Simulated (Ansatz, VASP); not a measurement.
**Os in VASP and in Ansatz**

```xyz
1
Lattice="2.1227 0.0000 0.0000 0.0000 2.1227 0.0000 0.0000 0.0000 2.1227" Properties=species:S:1:pos:R:3 pbc="T T T"
Os    0.0000    0.0000    0.0000
```

Change from the starting cell: volume scaled by 0.6, LAPW.

Alike in both runs: task single point; functional LDA; k mesh 17 × 17 × 17; occupations fermi-dirac, width 0.05 eV; no spin polarisation.

|  | VASP | Ansatz |
| --- | --- | --- |
| version | VASP 6.6.1 | Ansatz 0.2.0 |
| potentials or method | VASP PAW LDA potentials, release 64 (Os), cutoff 520 eV | all-electron LAPW, scalar-relativistic |

```tsv
	VASP	Ansatz	Ansatz less VASP
pressure (GPa)	488.9	493.8	+4.86
```

LDA's correlation is that of Perdew and Zunger in VASP and of Perdew and Wang (1992) in Ansatz. Both programs put the cell under a high pressure, so it lies far from rest at this level. Ansatz ran all-electron here, and VASP with PAW potentials.

Spin-orbit coupling is off throughout. Noted on VASP's run: the cell as given lies far from equilibrium.
